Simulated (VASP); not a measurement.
The system is ZrAlPd3.

```
CELL_PARAMETERS angstrom
4.12459 0.00000 0.00000
0.00000 4.12459 0.00000
0.00000 0.00000 4.12459
ATOMIC_POSITIONS crystal
Zr 0.00000 0.00000 0.00000
Al 0.50000 0.50000 0.50000
Pd 0.00000 0.50000 0.50000
Pd 0.50000 0.00000 0.50000
Pd 0.50000 0.50000 0.00000
```

| Quantity | Value |
| --- | --- |
| Program | VASP 6.6.1 |
| Task | relaxation of cell and atoms |
| Functional | r2SCAN |
| Potentials or basis | VASP PAW PBE potentials, release 64 (Zr_sv, Al, Pd) |
| Cutoff | 600 eV |
| k mesh | 4 × 4 × 4 |
| Occupations | gaussian, width 0.1 eV |
| Spin | no spin polarisation |

At the start: pressure 61.4 GPa; volume 14.03 Å³/atom.

**Question.** Where does the relaxation end?

**Answer.** Over 5 steps the energy falls by 634.0 meV/atom and the volume is 18.27 Å³/atom (+30.2 %); space group Pm-3m (No. 221, to 0.1 Å) before and after.

The path:
```tsv
step	energy change (eV)	largest force (eV/Å)	pressure (GPa)	volume (Å³)
1	0.0000	0.0000	61.41	70.17
2	1.2448	0.0000	-18.92	140.19
3	-3.1401	0.0000	-3.43	94.07
4	-3.1666	0.0000	-1.18	92.25
5	-3.1699	0.0000	0.02	91.35
```

Final structure:
```yaml
crystal:
  lattice:
    - [4.50370, 0.00000, 0.00000]
    - [0.00000, 4.50370, 0.00000]
    - [0.00000, 0.00000, 4.50370]
  atoms:
    - { symbol: Zr, position: [0.00000, 0.00000, 0.00000] }
    - { symbol: Al, position: [0.50000, 0.50000, 0.50000] }
    - { symbol: Pd, position: [0.00000, 0.50000, 0.50000] }
    - { symbol: Pd, position: [0.50000, 0.00000, 0.50000] }
    - { symbol: Pd, position: [0.50000, 0.50000, 0.00000] }
```

Caveat: the k points lie up to 0.35 Å⁻¹ apart in the final cell, too coarse for converged energies and pressures of a metal; the volume moved by over 15 % at a fixed basis, so the end points are rough; the PAW data sets were made with another functional, which shifts forces and pressure a little.
